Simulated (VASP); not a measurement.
Set up this calculation in VASP 6.6.1, as the native input.

```yaml
Task: single point
Functional: PBE
Potentials_or_basis: VASP PAW PBE potentials, release 64 (Si, C)
Cutoff: 520 eV
k_mesh: 12 × 12 × 6
Occupations: gaussian, width 0.02 eV
Spin: no spin polarisation
Dipole_correction: no
Further_INCAR_settings: ALGO = Normal; EDIFF = 1e-07; NBANDS = 16
```

The structure of SiC lies in POSCAR:

```
SiC
1.0
    3.1815972248      0.0000000000      0.0000000000
   -1.5907986124      2.7553440214      0.0000000000
    0.0000000000      0.0000000000      4.9184178400
Si C
2 2
Direct
    0.3333333333      0.6666666667      0.0297147385
    0.6666666667      0.3333333333      0.5297147385
    0.3333333333      0.6666666667      0.3552852615
    0.6666666667      0.3333333333      0.8552852615
```

This cell differs from its parent crystal: strained and its atoms moved.

The input as run:

INCAR

```
  PREC = Accurate
  ENCUT = 520
  EDIFF = 1E-7
  ISMEAR = 0
  SIGMA = 0.02
  LREAL = False
  LASPH = True
  NELM = 100
  ALGO = Normal
  ISIF = 2
  LWAVE = False
  LCHARG = False
  GGA = PE
  NBANDS = 16
```

KPOINTS

```
regular mesh
0
Gamma
  12 12 6
```

Potentials or basis: VASP PAW PBE potentials, release 64 (Si, C).

The run is started by

```console
$ cat potpaw_PBE.64/Si/POTCAR potpaw_PBE.64/C/POTCAR > POTCAR
$ mpirun -np 1 vasp_std > vasp.out
```

It gave:

The pressure is 12.9 GPa and the largest force is 9.297 eV/Å. The band gap on the k mesh is 1.16 eV, indirect (least direct gap 3.03 eV).

Caveat: the cell differs from its parent crystal (strained and its atoms moved); forces of over 1 eV/Å act on the atoms, so gaps and moduli don't describe the material at rest.

Run time: 34 s on 1 thread of Intel(R) Xeon(R) Platinum 8259CL CPU @ 2.50GHz (Skylake/Cascade Lake), with other jobs on the host, peak memory 0.18 GiB.
